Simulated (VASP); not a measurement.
The system is NaF.

```xyz
2
Lattice="2.8648 0.0000 0.0000 0.0000 2.8648 0.0000 0.0000 0.0000 2.8648" Properties=species:S:1:pos:R:3 pbc="T T T"
Na    0.0000    0.0000    0.0000
F     1.4324    1.4324    1.4324
```

* Program: VASP 6.6.1
* Task: relaxation of cell and atoms
* Functional: PBEsol
* Potentials or basis: VASP PAW PBE potentials, release 64 (Na_pv, F)
* Cutoff: 600 eV
* k mesh: 8 × 8 × 8
* Occupations: fermi-dirac, width 0.02 eV
* Spin: no spin polarisation

At the start: pressure -2.6 GPa; volume 11.76 Å³/atom.

Q: Where does the relaxation end?

A: Over 4 steps the energy falls by 5.5 meV/atom and the volume is 11.13 Å³/atom (-5.3 %); space group Pm-3m (No. 221, to 0.05 Å).

The path:
| step | energy change (eV) | largest force (eV/Å) | pressure (GPa) | volume (Å³) |
| --- | --- | --- | --- | --- |
| 1 | 0.0000 | 0.0000 | -2.64 | 23.51 |
| 2 | -0.0082 | 0.0000 | -1.32 | 22.86 |
| 3 | -0.0108 | 0.0000 | -0.26 | 22.37 |
| 4 | -0.0109 | 0.0000 | 0.01 | 22.26 |

Final structure:
```xyz
2
Lattice="2.8130 0.0000 0.0000 0.0000 2.8130 0.0000 0.0000 0.0000 2.8130" Properties=species:S:1:pos:R:3 pbc="T T T"
Na    0.0000    0.0000    0.0000
F     1.4065    1.4065    1.4065
```

Caveat: the PAW data sets were made with another functional, which shifts forces and pressure a little.
